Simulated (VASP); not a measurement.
# MgCdO (P4/mmm) in VASP: single point with PBE

Aim: the single point of MgCdO with PBE.

Everything below comes from runs of VASP 6.6.1. Logs are shortened: lines on timing, memory, paths and dates and some standing lists are left out, and cuts for length are marked.

## Step 1: The cell of the first run

The structure is tetragonal, space group P4/mmm (No. 123). The conventional cell has a = 3.172 Å, b = 3.172 Å, c = 6.704 Å, α = 90.00°, β = 90.00°, γ = 90.00°. Mg (site symmetry 4/mmm) has 4 Mg at 3.17 Å and 2 Cd at 3.35 Å and 8 O at 4.03 Å within 4.2 Å. Within 3.0 Å of Cd (site symmetry 4/mmm) lie 4 O at 2.24 Å. O (site symmetry 4/mmm) has 4 Cd at 2.24 Å within 3.0 Å.

The cell was generated, and may not be a known phase.

## Step 2: Single point, PBE, collinear spin, ferromagnetic start

Input file INCAR:

```
PREC = Accurate
ENCUT = 750
EDIFF = 1E-6
ISMEAR = 0
SIGMA = 0.1
LREAL = F
LASPH = T
NELM = 200
ALGO = Normal
ISIF = 2
LWAVE = F
LCHARG = T
ISPIN = 2
MAGMOM = 0 0 1
LORBIT = 11
GGA = PE
LELF = T
LVHAR = T
NBANDS = 29
GGA_COMPAT = F
```

Input file KPOINTS:

```
Automatic mesh
0
Gamma
  6 6 4
```

Input file POSCAR:

```
MgCdO
1.0
    3.1721165802      0.0000000000      0.0000000000
    0.0000000000      3.1721165802      0.0000000000
    0.0000000000      0.0000000000      6.7039446044
Mg Cd O
1 1 1
Direct
    0.0000000000      0.0000000000      0.5000000000
    0.0000000000      0.0000000000      0.0000000000
    0.5000000000      0.5000000000      0.0000000000
```

Potentials or basis: VASP PAW PBE potentials, release 64 (Mg_sv, Cd_sv_GW, O).

The run is started by

```sh
cat potpaw_PBE.64/Mg_sv/POTCAR potpaw_PBE.64/Cd_sv_GW/POTCAR potpaw_PBE.64/O/POTCAR > POTCAR
mpirun -np 1 vasp_std > vasp.out
```

OUTCAR:

```text
PREC = Accurate
   ENCUT = 750
   EDIFF = 1E-6
   ISMEAR = 0
   LREAL = F
   LASPH = T
   NELM = 200
   ISIF = 2
   ISPIN = 2
   LORBIT = 11
   GGA = PE

 ion  position               nearest neighbor table
   1  0.000  0.000  0.500-
   2  0.000  0.000  0.000-   3 2.24   3 2.24   3 2.24   3 2.24
   3  0.500  0.500  0.000-   2 2.24   2 2.24   2 2.24   2 2.24

  LATTYP: Found a simple tetragonal cell.
 ALAT       =     3.1721165802
 C/A-ratio  =     2.1133979269

  Lattice vectors:

 A1 = (   3.1721165802,   0.0000000000,   0.0000000000)
 A2 = (   0.0000000000,   3.1721165802,   0.0000000000)
 A3 = (   0.0000000000,   0.0000000000,   6.7039446044)

Analysis of symmetry for initial positions (statically):
=====================================================================
 Subroutine PRICEL returns:
 Original cell was already a primitive cell.

 Routine SETGRP: Setting up the symmetry group for a
 simple tetragonal supercell.

 Subroutine GETGRP returns: Found 16 space group operations
 (whereof 16 operations were pure point group operations)
 out of a pool of 16 trial point group operations.

The static configuration has the point symmetry D_4h.

Analysis of symmetry for dynamics (positions and initial velocities):
=====================================================================
 Subroutine PRICEL returns:
 Original cell was already a primitive cell.

 Routine SETGRP: Setting up the symmetry group for a
 simple tetragonal supercell.

 Subroutine GETGRP returns: Found 16 space group operations
 (whereof 16 operations were pure point group operations)
 out of a pool of 16 trial point group operations.

The dynamic configuration has the point symmetry D_4h.

Analysis of structural, dynamic, and magnetic symmetry:
=====================================================================
 Subroutine PRICEL returns:
 Original cell was already a primitive cell.

 Routine SETGRP: Setting up the symmetry group for a
 simple tetragonal supercell.

 Subroutine GETGRP returns: Found 16 space group operations
 (whereof 16 operations were pure point group operations)
 out of a pool of 16 trial point group operations.

The overall configuration has the point symmetry D_4h.

 Subroutine INISYM returns: Found 16 space group operations
 (whereof 16 operations are pure point group operations),
 and found     1 'primitive' translations

----------------------------------------------------------------------------------------

                                     Primitive cell

  volume of cell :      67.4573

  direct lattice vectors                    reciprocal lattice vectors
     3.172116580  0.000000000  0.000000000     0.315246926  0.000000000  0.000000000
     0.000000000  3.172116580  0.000000000     0.000000000  0.315246926  0.000000000
     0.000000000  0.000000000  6.703944604     0.000000000  0.000000000  0.149165910

  length of vectors
     3.172116580  3.172116580  6.703944604     0.315246926  0.315246926  0.149165910

  position of ions in fractional coordinates (direct lattice)
     0.000000000  0.000000000  0.500000000
     0.000000000  0.000000000  0.000000000
     0.500000000  0.500000000  0.000000000

  ion indices of the primitive-cell ions
   primitive index   ion index
                 1           1
                 2           2
                 3           3

----------------------------------------------------------------------------------------

 KPOINTS: Automatic mesh

Automatic generation of k-mesh.
 Grid dimensions read from file:
 generate k-points for:    6    6    4

 Generating k-lattice:

  Cartesian coordinates                     Fractional coordinates (reciprocal lattice)
     0.052541154  0.000000000  0.000000000     0.166666667  0.000000000  0.000000000
     0.000000000  0.052541154  0.000000000     0.000000000  0.166666667  0.000000000
     0.000000000  0.000000000  0.037291478     0.000000000  0.000000000  0.250000000

  Length of vectors
     0.052541154  0.052541154  0.037291478

  Shift w.r.t. Gamma in fractional coordinates (k-lattice)
     0.000000000  0.000000000  0.000000000

 Subroutine IBZKPT returns following result:
 ===========================================

 Found     30 irreducible k-points:

 Following reciprocal coordinates:
            Coordinates               Weight
  0.000000  0.000000  0.000000      1.000000
  0.166667  0.000000  0.000000      4.000000
  0.333333  0.000000  0.000000      4.000000
  0.500000  0.000000  0.000000      2.000000
  0.166667  0.166667  0.000000      4.000000
  0.333333  0.166667  0.000000      8.000000
[... 16 lines left out ...]
  0.333333  0.000000  0.500000      4.000000
  0.500000  0.000000  0.500000      2.000000
 [... further k-points ...]
   k-points           NKPTS =     30   k-points in BZ     NKDIM =     30   number of bands    NBANDS=     29
   number of dos      NEDOS =    301   number of ions     NIONS =      3
   total plane-waves  NPLWV =  47040
   dimension x,y,z NGX =    28 NGY =   28 NGZ =   60
   dimension x,y,z NGXF=    56 NGYF=   56 NGZF=  120
   ions per type =               1   1   1
   NGX,Y,Z   is equivalent  to a cutoff of  14.67, 14.67, 14.88 a.u.
   NGXF,Y,Z  is equivalent  to a cutoff of  29.35, 29.35, 29.76 a.u.
 SYSTEM =  unknown system
   PREC   = accura    normal or accurate (medium, high low for compatibility)
   ISTART =      0    job   : 0-new  1-cont  2-samecut
   ICHARG =      2    charge: 1-file 2-atom 10-const
   ISPIN  =      2    spin polarized calculation?
   LNONCOLLINEAR =      F non collinear calculations
   LSORBIT =      F    spin-orbit coupling
   LASPH  =      T    aspherical Exc in radial PAW
   ENCUT  =  750.0 eV  55.12 Ry    7.42 a.u.   7.08  7.08 14.97*2*pi/ulx,y,z
   NELM   =    200;   NELMIN=  2; NELMDL= -5     # of ELM steps
   EDIFF  = 0.1E-05   stopping-criterion for ELM
   LREAL  =      F    real-space projection
   EDIFFG = 0.1E-04   stopping-criterion for IOM
   NSW    =      0    number of steps for IOM
   IBRION =     -1    ionic relax: 0-MD 1-quasi-New 2-CG
   NFREE  =      0    steps in history (QN), initial steepest desc. (CG)
   ISIF   =      2    stress and relaxation
   ISYM   =      2    0-nonsym 1-usesym 2-fastsym
   POTIM  = 0.5000    time-step for ionic-motion
   TEBEG  =    0.0;   TEEND  =   0.0 temperature during run
   PSTRESS=    0.0 pullay stress
   NELECT =      36.0000    total number of electrons
   NUPDOWN=      -1.0000    fix difference up-down
   EMIN   =  10.00;   EMAX   =-10.00  energy-range for DOS
   EFERMI =   0.00;   METHOD = LEGACY
   ISMEAR =     0;   SIGMA  =   0.10  broadening in eV -4-tet -1-fermi 0-gaus
   EFERMI_NEDOS =   21; number of points for ismear=-14 and -15
   IALGO  =     38    algorithm
   IMIX   =      4    mixing-type and parameters
     AMIX     =   0.40;   BMIX     =  1.00
     AMIX_MAG =   1.60;   BMIX_MAG =  1.00
  volume/ion in A,a.u.               =      22.49       151.74
  Fermi-wavevector in a.u.,A,eV,Ry     =   1.327902  2.509371 23.991484  1.763324
  Thomas-Fermi vector in A             =   2.457180
   LORBIT       =     11    0 simple, 1 ext, 2 COOP (PROOUT), +10 PAW based schemes
   GGA     = PE    functional components
   LHFCALC =     F    Hartree Fock is set to
   AEXX    =    0.0000 exact exchange contribution
   IVDW    =     0    specifies the selected vdW correction
   LEPSILON=     F    determine dielectric tensor
   LRPA    =     F    only Hartree local field effects (RPA)
 spin polarized calculation
 Gauss-broadening in eV      SIGMA  =   0.10
  energy-cutoff  :      750.00
  volume of cell :       67.46
 maximum number of plane-waves:      3184
   NGX = 15   NGY = 15   NGZ = 29

 number of electron      35.9999985 magnetization       0.1237535

 number of electron      35.9999985 magnetization      -0.0000884

 Free energy of the ion-electron system (eV)
  ---------------------------------------------------
  ext. energy  EPLUGINS =         0.00000000
  ---------------------------------------------------
  free energy    TOTEN  =        -8.15315921 eV

  energy without entropy =       -8.14710846  energy(sigma->0) =       -8.15013383

 E-fermi :   2.2713     XC(G=0):  -8.8394

 val. band max:        2.2360257969   @ k =   0.5000   0.0000   0.5000
 cond. band min:       2.3186901339   @ k =   0.1667   0.0000   0.2500
 fundamental gap:      0.0826643370
 Fermi energy:         2.2712769372

 spin component 1

 k-point     1 :       0.0000    0.0000    0.0000
  band No.  band energies     occupation
      1     -99.6848      1.00000
      2     -74.1341      1.00000
      3     -60.9319      1.00000
      4     -60.6653      1.00000
      5     -60.6653      1.00000
      6     -40.9331      1.00000
[... 757 lines left out ...]
     28      15.2466      0.00000
     29      15.2923      0.00000

 [... further k-points ...]

 spin component 2

 k-point     1 :       0.0000    0.0000    0.0000
  band No.  band energies     occupation
      1     -99.6848      1.00000
      2     -74.1342      1.00000
      3     -60.9320      1.00000
      4     -60.6654      1.00000
      5     -60.6654      1.00000
      6     -40.9331      1.00000
[... 757 lines left out ...]
     28      15.2461      0.00000
     29      15.2924      0.00000

 [... further k-points ...]

------------------------ aborting loop because EDIFF is reached ----------------------------------------

  FORCE on cell =-STRESS in cart. coord.  units (eV):
  Direction    XX          YY          ZZ          XY          YZ          ZX
  --------------------------------------------------------------------------------------
  -------------------------------------------------------------------------------------
  Total       -0.1519734     -0.1519734     -0.0337787      0.0000000     -0.0000000     -0.0000000
  in kB       -3.6095190     -3.6095190     -0.8022772      0.0000000     -0.0000000     -0.0000000
  external PRESSURE =      -2.6737717 kB  Pullay stress =       0.0000000 kB

 VOLUME and BASIS-vectors are now :
 -----------------------------------------------------------------------------
  energy-cutoff  :      750.00
  volume of cell :       67.46
      direct lattice vectors                 reciprocal lattice vectors
     3.172116580  0.000000000  0.000000000     0.315246926  0.000000000  0.000000000
     0.000000000  3.172116580  0.000000000     0.000000000  0.315246926  0.000000000
     0.000000000  0.000000000  6.703944604     0.000000000  0.000000000  0.149165910

 POSITION                                       TOTAL-FORCE (eV/Angst)
 -----------------------------------------------------------------------------------
      0.00000      0.00000      3.35197         0.000000      0.000000      0.000000
      0.00000      0.00000      0.00000         0.000000      0.000000      0.000000
      1.58606      1.58606      0.00000         0.000000      0.000000      0.000000
 -----------------------------------------------------------------------------------
    total drift:                               -0.000000      0.000000     -0.000000

  FREE ENERGIE OF THE ION-ELECTRON SYSTEM (eV)
  ---------------------------------------------------
  free  energy   TOTEN  =        -8.1531592061 eV

  energy  without entropy=       -8.1471084558  energy(sigma->0) =       -8.15013383

 total charge

# of ion       s       p       d       f       tot
--------------------------------------------------
    1        2.153   5.953   0.002   0.000   8.109
    2        2.242   6.159   9.222   0.013  17.636
    3        1.575   3.331   0.000   0.000   4.906
--------------------------------------------------
tot          5.970  15.443   9.224   0.013  30.651

 magnetization (x)

# of ion       s       p       d       f       tot
--------------------------------------------------
    1        0.000  -0.000  -0.000   0.000  -0.000
    2        0.000   0.000  -0.000   0.000   0.000
    3       -0.000  -0.000   0.000   0.000  -0.000
--------------------------------------------------
tot          0.000  -0.000  -0.000   0.000  -0.000
```

It took 84 s on 1 thread of Intel Xeon 6975P-C (Granite Rapids), shared host; peak memory 0.37 GiB.

What came out:

```yaml
Free_energy: -8.1532 eV
Pressure: -0.3 GPa
Band_gap_on_the_k_mesh: zero (filled and empty bands overlap)
Net_moment: 0.00 μB per cell
Valence_electrons_inside_the_program's_atomic_spheres: Mg 8.11; Cd 17.64; O 4.91
```

Stress tensor (GPa, compression positive):
```
-0.36  0.00  0.00
 0.00 -0.36  0.00
 0.00  0.00 -0.08
```

Levels at points of the mesh, in eV from the Fermi level:
Spin up:
| k point | band 16 | band 17 | band 18 | band 19 | band 20 | band 21 |
| --- | --- | --- | --- | --- | --- | --- |
| (0.00, 0.00, 0.00) | -3.75 | -2.81 | -2.81 | 0.05 | 0.93 | 8.47 |
| (0.50, 0.00, 0.00) | -1.94 | -0.59 | -0.50 | -0.45 | 1.42 | 5.15 |
| (0.50, 0.50, 0.00) | -4.58 | -2.10 | 1.37 | 2.37 | 2.37 | 3.95 |
| (0.00, 0.00, 0.50) | -2.80 | -2.80 | -2.39 | -1.74 | 3.71 | 4.42 |
| (0.50, 0.00, 0.50) | -2.08 | -1.17 | -0.59 | -0.04 | 2.86 | 3.30 |
| (0.50, 0.50, 0.50) | -4.58 | -2.12 | 1.83 | 2.36 | 2.36 | 2.60 |
Spin down:
```csv
k point,band 14,band 15,band 16,band 17,band 18,band 19,band 20,band 21,band 22,band 23
"(0.00, 0.00, 0.00)",-7.54,-4.34,-3.75,-2.81,-2.81,0.05,0.93,8.47,8.97,9.43
"(0.50, 0.00, 0.00)",-7.74,-4.90,-1.94,-0.59,-0.50,-0.45,1.42,5.15,5.25,5.43
"(0.50, 0.50, 0.00)",-6.77,-4.58,-4.58,-2.10,1.37,2.37,2.37,3.95,4.21,5.50
"(0.00, 0.00, 0.50)",-7.54,-4.94,-2.81,-2.81,-2.39,-1.74,3.71,4.42,8.48,9.65
"(0.50, 0.00, 0.50)",-7.73,-4.85,-2.08,-1.17,-0.59,-0.04,2.86,3.30,5.11,7.88
"(0.50, 0.50, 0.50)",-6.77,-4.58,-4.58,-2.12,1.83,2.36,2.36,2.60,4.14,6.49
```

The gap in the log of VASP goes by the Fermi energy; the results here count the filled bands.